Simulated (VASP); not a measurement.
# Hf (P6_3/mmc) in VASP: a series of runs

Hf is run at these levels: PBEsol; tasks: single point.

Everything below comes from runs of VASP 6.6.1. Logs are shortened: lines on timing, memory, paths and dates and some standing lists are left out, and cuts for length are marked.

### 1 The cell of the first run

The structure is hexagonal, space group P6_3/mmc (No. 194). The conventional cell has a = 3.068 Å, b = 3.068 Å, c = 4.877 Å, α = 90.00°, β = 90.00°, γ = 120.00°. Hf (site symmetry -6m2) has 12 Hf at 3.01 to 3.07 Å within 4.0 Å.

### 2 Single point, PBEsol (19.87 Å³/atom)

File INCAR:

```
SYSTEM = Hf
  PREC = Accurate
  ENCUT = 520
  EDIFF = 1E-6
  ISMEAR = 0
  SIGMA = 0.05
  LREAL = .False.
  LASPH = .True.
  NELM = 80
  ALGO = Normal
  ISIF = 2
  LWAVE = .False.
  LCHARG = .False.
  GGA = PS
  NBANDS = 17
```

File KPOINTS:

```
regular mesh
0
Gamma
  16 16 10
  0 0 0
```

File POSCAR:

```
Hf
1.0
    3.0677140011      0.0000000000      0.0000000000
   -1.5338570005      2.6567182565      0.0000000000
    0.0000000000      0.0000000000      4.8771413597
Hf
2
Direct
    0.3333333333      0.6666666667      0.2500000000
    0.6666666667      0.3333333333      0.7500000000
```

Potentials or basis: VASP PAW PBE potentials, release 64 (Hf_pv).

Command:

```console
cat potpaw_PBE.64/Hf_pv/POTCAR > POTCAR
mpirun -np 1 vasp_std > vasp.out
```

OUTCAR:

```text
SYSTEM = Hf
   PREC = Accurate
   ENCUT = 520
   EDIFF = 1E-6
   ISMEAR = 0
   LREAL = .False.
   LASPH = .True.
   NELM = 80
   ISIF = 2
   GGA = PS

 ion  position               nearest neighbor table
   1  0.333  0.667  0.250-   2 3.01   2 3.01   2 3.01   2 3.01   2 3.01   2 3.01
   2  0.667  0.333  0.750-   1 3.01   1 3.01   1 3.01   1 3.01   1 3.01   1 3.01

  LATTYP: Found a hexagonal cell.
 ALAT       =     3.0677140011
 C/A-ratio  =     1.5898292207

  Lattice vectors:

 A1 = (   3.0677140011,   0.0000000000,   0.0000000000)
 A2 = (  -1.5338570005,   2.6567182565,   0.0000000000)
 A3 = (   0.0000000000,   0.0000000000,   4.8771413597)

Analysis of symmetry for initial positions (statically):
=====================================================================
 Subroutine PRICEL returns:
 Original cell was already a primitive cell.

 Routine SETGRP: Setting up the symmetry group for a
 hexagonal supercell.

 Subroutine GETGRP returns: Found 24 space group operations
 (whereof 12 operations were pure point group operations)
 out of a pool of 24 trial point group operations.

The static configuration has the point symmetry D_3d.
 The point group associated with its full space group is D_6h.

Analysis of symmetry for dynamics (positions and initial velocities):
=====================================================================
 Subroutine PRICEL returns:
 Original cell was already a primitive cell.

 Routine SETGRP: Setting up the symmetry group for a
 hexagonal supercell.

 Subroutine GETGRP returns: Found 24 space group operations
 (whereof 12 operations were pure point group operations)
 out of a pool of 24 trial point group operations.

The dynamic configuration has the point symmetry D_3d.
 The point group associated with its full space group is D_6h.

 Subroutine INISYM returns: Found 24 space group operations
 (whereof 12 operations are pure point group operations),
 and found     1 'primitive' translations

----------------------------------------------------------------------------------------

                                     Primitive cell

  volume of cell :      39.7490

  direct lattice vectors                    reciprocal lattice vectors
     3.067714001  0.000000000  0.000000000     0.325975629  0.188202117  0.000000000
    -1.533857001  2.656718257  0.000000000     0.000000000  0.376404234  0.000000000
     0.000000000  0.000000000  4.877141360     0.000000000  0.000000000  0.205038141

  length of vectors
     3.067714001  3.067714001  4.877141360     0.376404234  0.376404234  0.205038141

  position of ions in fractional coordinates (direct lattice)
     0.333333333  0.666666667  0.250000000
     0.666666667  0.333333333  0.750000000

  ion indices of the primitive-cell ions
   primitive index   ion index
                 1           1
                 2           2

----------------------------------------------------------------------------------------

 KPOINTS: regular mesh

Automatic generation of k-mesh.
 Grid dimensions read from file:
 generate k-points for:   16   16   10

 Generating k-lattice:

  Cartesian coordinates                     Fractional coordinates (reciprocal lattice)
     0.020373477  0.011762632  0.000000000     0.062500000  0.000000000  0.000000000
     0.000000000  0.023525265  0.000000000     0.000000000  0.062500000  0.000000000
     0.000000000  0.000000000  0.020503814     0.000000000  0.000000000  0.100000000

  Length of vectors
     0.023525265  0.023525265  0.020503814

  Shift w.r.t. Gamma in fractional coordinates (k-lattice)
     0.000000000  0.000000000  0.000000000

 Subroutine IBZKPT returns following result:
 ===========================================

 Found    180 irreducible k-points:

 Following reciprocal coordinates:
            Coordinates               Weight
  0.000000  0.000000  0.000000      1.000000
  0.062500 -0.000000  0.000000      6.000000
  0.125000 -0.000000  0.000000      6.000000
  0.187500 -0.000000  0.000000      6.000000
  0.250000 -0.000000  0.000000      6.000000
  0.312500 -0.000000  0.000000      6.000000
[... 16 lines left out ...]
  0.187500  0.187500  0.000000      6.000000
  0.250000  0.187500  0.000000     12.000000
 [... further k-points ...]
   k-points           NKPTS =    180   k-points in BZ     NKDIM =    180   number of bands    NBANDS=     17
   number of dos      NEDOS =    301   number of ions     NIONS =      2
   total plane-waves  NPLWV =  20736
   dimension x,y,z NGX =    24 NGY =   24 NGZ =   36
   dimension x,y,z NGXF=    48 NGYF=   48 NGZF=   72
   ions per type =               2
   NGX,Y,Z   is equivalent  to a cutoff of  13.01, 13.01, 12.27 a.u.
   NGXF,Y,Z  is equivalent  to a cutoff of  26.01, 26.01, 24.54 a.u.
 SYSTEM =  Hf
   PREC   = accura    normal or accurate (medium, high low for compatibility)
   ISTART =      0    job   : 0-new  1-cont  2-samecut
   ICHARG =      2    charge: 1-file 2-atom 10-const
   ISPIN  =      1    spin polarized calculation?
   LNONCOLLINEAR =      F non collinear calculations
   LSORBIT =      F    spin-orbit coupling
   LASPH  =      T    aspherical Exc in radial PAW
   ENCUT  =  520.0 eV  38.22 Ry    6.18 a.u.   5.70  5.70  9.07*2*pi/ulx,y,z
   NELM   =     80;   NELMIN=  2; NELMDL= -5     # of ELM steps
   EDIFF  = 0.1E-05   stopping-criterion for ELM
   LREAL  =      F    real-space projection
   EDIFFG = 0.1E-04   stopping-criterion for IOM
   NSW    =      0    number of steps for IOM
   IBRION =     -1    ionic relax: 0-MD 1-quasi-New 2-CG
   NFREE  =      0    steps in history (QN), initial steepest desc. (CG)
   ISIF   =      2    stress and relaxation
   ISYM   =      2    0-nonsym 1-usesym 2-fastsym
   POTIM  = 0.5000    time-step for ionic-motion
   TEBEG  =    0.0;   TEEND  =   0.0 temperature during run
   PSTRESS=    0.0 pullay stress
   NELECT =      20.0000    total number of electrons
   NUPDOWN=      -1.0000    fix difference up-down
   EMIN   =  10.00;   EMAX   =-10.00  energy-range for DOS
   EFERMI =   0.00;   METHOD = LEGACY
   ISMEAR =     0;   SIGMA  =   0.05  broadening in eV -4-tet -1-fermi 0-gaus
   EFERMI_NEDOS =   21; number of points for ismear=-14 and -15
   IALGO  =     38    algorithm
   IMIX   =      4    mixing-type and parameters
     AMIX     =   0.40;   BMIX     =  1.00
     AMIX_MAG =   1.60;   BMIX_MAG =  1.00
  volume/ion in A,a.u.               =      19.87       134.12
  Fermi-wavevector in a.u.,A,eV,Ry     =   1.302096  2.460604 23.068044  1.695453
  Thomas-Fermi vector in A             =   2.433186
   LORBIT       =      0    0 simple, 1 ext, 2 COOP (PROOUT), +10 PAW based schemes
   GGA     = PS    functional components
   LHFCALC =     F    Hartree Fock is set to
   AEXX    =    0.0000 exact exchange contribution
   IVDW    =     0    specifies the selected vdW correction
   LEPSILON=     F    determine dielectric tensor
   LRPA    =     F    only Hartree local field effects (RPA)
 non-spin polarized calculation
 Gauss-broadening in eV      SIGMA  =   0.05
  energy-cutoff  :      520.00
  volume of cell :       39.75
 maximum number of plane-waves:      1088
 NGX is ok and might be reduce to    24
   NGX = 11   NGY = 11   NGZ = 19

 number of electron      20.0000007 magnetization

 Free energy of the ion-electron system (eV)
  ---------------------------------------------------
  ext. energy  EPLUGINS =         0.00000000
  ---------------------------------------------------
  free energy    TOTEN  =       -20.90487358 eV

  energy without entropy =      -20.90332850  energy(sigma->0) =      -20.90410104

 E-fermi :   5.6262     XC(G=0): -11.9447

 val. band max:        5.6210801387   @ k =   0.3750   0.2500   0.3000
 cond. band min:       5.6312399996   @ k =   0.2500   0.1875   0.5000
 fundamental gap:      0.0101598609
 Fermi energy:         5.6262074620

 k-point     1 :       0.0000    0.0000    0.0000
  band No.  band energies     occupation
      1     -25.3864      2.00000
      2     -24.2895      2.00000
      3     -24.2895      2.00000
      4     -24.1121      2.00000
      5     -24.1087      2.00000
      6     -24.1087      2.00000
[... 9 lines left out ...]
     16       8.5176      0.00000
     17      11.5976      0.00000

 k-point     2 :       0.0625   -0.0000    0.0000
  band No.  band energies     occupation
      1     -25.3714      2.00000
      2     -24.3232      2.00000
      3     -24.3007      2.00000
      4     -24.1445      2.00000
      5     -24.1187      2.00000
      6     -24.1130      2.00000
[... 9 lines left out ...]
     16       8.3801      0.00000
     17      11.7203      0.00000

 k-point     3 :       0.1250   -0.0000    0.0000
  band No.  band energies     occupation
      1     -25.3276      2.00000
      2     -24.4191      2.00000
      3     -24.3316      2.00000
      4     -24.2442      2.00000
      5     -24.1386      2.00000
      6     -24.1259      2.00000
[... 9 lines left out ...]
     16       8.2360      0.00000
     17      11.9918      0.00000

 k-point     4 :       0.1875   -0.0000    0.0000
  band No.  band energies     occupation
      1     -25.2582      2.00000
      2     -24.5623      2.00000
      3     -24.3880      2.00000
      4     -24.3763      2.00000
      5     -24.1721      2.00000
      6     -24.1464      2.00000
[... 9 lines left out ...]
     16       8.8288      0.00000
     17      12.3036      0.00000
[... 343 lines left out ...]
      1     -25.1237      2.00000
      2     -24.9083      2.00000
      3     -24.8082      2.00000
      4     -24.6229      2.00000
      5     -24.4591      2.00000
      6     -24.3291      2.00000
[... 9 lines left out ...]
     16      12.6029      0.00000
     17      13.7072      0.00000

 k-point    23 :       0.1875    0.1875    0.0000
  band No.  band energies     occupation
      1     -25.0421      2.00000
      2     -24.8109      2.00000
      3     -24.7972      2.00000
      4     -24.4725      2.00000
      5     -24.2957      2.00000
      6     -24.2928      2.00000
[... 9 lines left out ...]
     16      11.3319      0.00000
     17      12.3687      0.00000

 k-point    24 :       0.2500    0.1875    0.0000
  band No.  band energies     occupation
      1     -24.9437      2.00000
      2     -24.9341      2.00000
      3     -24.8473      2.00000
      4     -24.5516      2.00000
      5     -24.3574      2.00000
      6     -24.3543      2.00000
[... 9 lines left out ...]
     16      12.3596      0.00000
     17      12.3987      0.00000

 [... further k-points ...]

------------------------ aborting loop because EDIFF is reached ----------------------------------------

  FORCE on cell =-STRESS in cart. coord.  units (eV):
  Direction    XX          YY          ZZ          XY          YZ          ZX
  --------------------------------------------------------------------------------------
  -------------------------------------------------------------------------------------
  Total        2.6149632      2.6149632      2.5785981      0.0000000      0.0000000     -0.0000000
  in kB      105.4023880    105.4023880    103.9366061      0.0000000      0.0000000     -0.0000000
  external PRESSURE =     104.9137940 kB  Pullay stress =       0.0000000 kB

 VOLUME and BASIS-vectors are now :
 -----------------------------------------------------------------------------
  energy-cutoff  :      520.00
  volume of cell :       39.75
      direct lattice vectors                 reciprocal lattice vectors
     3.067714001  0.000000000  0.000000000     0.325975629  0.188202117  0.000000000
    -1.533857001  2.656718257  0.000000000     0.000000000  0.376404234  0.000000000
     0.000000000  0.000000000  4.877141360     0.000000000  0.000000000  0.205038141

 POSITION                                       TOTAL-FORCE (eV/Angst)
 -----------------------------------------------------------------------------------
     -0.00000      1.77115      1.21929         0.000000     -0.000000      0.000000
      1.53386      0.88557      3.65786        -0.000000      0.000000      0.000000
 -----------------------------------------------------------------------------------
    total drift:                               -0.000000      0.000000     -0.000000

  FREE ENERGIE OF THE ION-ELECTRON SYSTEM (eV)
  ---------------------------------------------------
  free  energy   TOTEN  =       -20.9048735812 eV

  energy  without entropy=      -20.9033284991  energy(sigma->0) =      -20.90410104
```

Run time: 91 s. Hardware: 1 thread of Intel Xeon 8259CL, shared host; peak memory 0.23 GiB.

What came out:

```yaml
Free_energy: -20.9049 eV
Pressure: 10.5 GPa
Band_gap_on_the_k_mesh: zero (bands 10 and 11 overlap by 1.64 eV)
```

Levels at points of the mesh, in eV from the Fermi level:
| k point | band 7 | band 8 | band 9 | band 10 | band 11 | band 12 | band 13 | band 14 |
| --- | --- | --- | --- | --- | --- | --- | --- | --- |
| (0.00, 0.00, 0.00) | -7.80 | -4.13 | 1.09 | 1.17 | 1.17 | 1.44 | 2.12 | 2.12 |
| (0.50, 0.00, 0.00) | -3.58 | -3.24 | -2.66 | -0.54 | 0.75 | 0.98 | 1.86 | 6.73 |
| (0.00, 0.00, 0.50) | -5.61 | -5.61 | 0.07 | 0.07 | 1.06 | 1.06 | 1.06 | 1.06 |
| (0.50, 0.00, 0.50) | -3.84 | -3.84 | -1.26 | -1.26 | 1.64 | 1.64 | 2.90 | 2.90 |

Caveat: the cell stands under pressure; the PAW data sets were made with another functional, which shifts forces and pressure a little; spin-orbit coupling is left out, which moves the levels of the heavy elements.

### 3 Single point, PBEsol (16.42 Å³/atom)

This run uses another cell than the first one, of 16.42 Å³/atom.

File INCAR:

```
SYSTEM = Hf
PREC = Accurate ; ENCUT = 520
EDIFF = 1E-6 ; ISMEAR = 0
SIGMA = 0.05 ; LREAL = .False.
LASPH = .True. ; NELM = 60
ALGO = Fast ; ISIF = 2
LWAVE = .False. ; LCHARG = .False.
GGA = PS ; NBANDS = 17
```

File KPOINTS:

```
regular mesh
0
Gamma
  18 18 10
  0 0 0
```

File POSCAR:

```
Hf
1.0
    2.8589480240      0.0000000000      0.0000000000
   -1.4294740120      2.4759216169      0.0000000000
    0.0000000000      0.0000000000      4.6388285935
Hf
2
Direct
    0.3333333333      0.6666666667      0.2500000000
    0.6666666667      0.3333333333      0.7500000000
```

Potentials or basis: VASP PAW PBE potentials, release 64 (Hf_pv).

Command:

```console
cat potpaw_PBE.64/Hf_pv/POTCAR > POTCAR
mpirun -np 1 vasp_std > vasp.out
```

Wall time 2.7 min (1 thread of Intel Xeon 8259CL, shared host); peak memory 0.23 GiB.

It converged, with:

- Free energy: -19.7291 eV
- Pressure: 48.3 GPa
- Band gap on the k mesh: zero (bands 10 and 11 overlap by 1.62 eV)

Stress tensor (GPa, compression positive):
```
48.42  0.00  0.00
 0.00 48.42  0.00
 0.00  0.00 48.07
```

Levels at points of the mesh, in eV from the Fermi level:
```csv
k point,band 8,band 9,band 10,band 11,band 12,band 13
"(0.00, 0.00, 0.00)",-4.84,1.19,1.19,1.20,2.06,2.32
"(0.50, 0.00, 0.00)",-3.92,-3.46,0.26,0.79,1.16,2.20
"(0.00, 0.00, 0.50)",-5.80,-0.07,-0.07,1.10,1.10,1.10
"(0.50, 0.00, 0.50)",-4.60,-1.88,-1.88,2.78,2.78,3.48
```

Caveat: the cell stands under pressure; the PAW data sets were made with another functional, which shifts forces and pressure a little; spin-orbit coupling is left out, which moves the levels of the heavy elements.

(Continued in part 2 of 2.)

The gap in the log of VASP goes by the Fermi energy; the results here count the filled bands.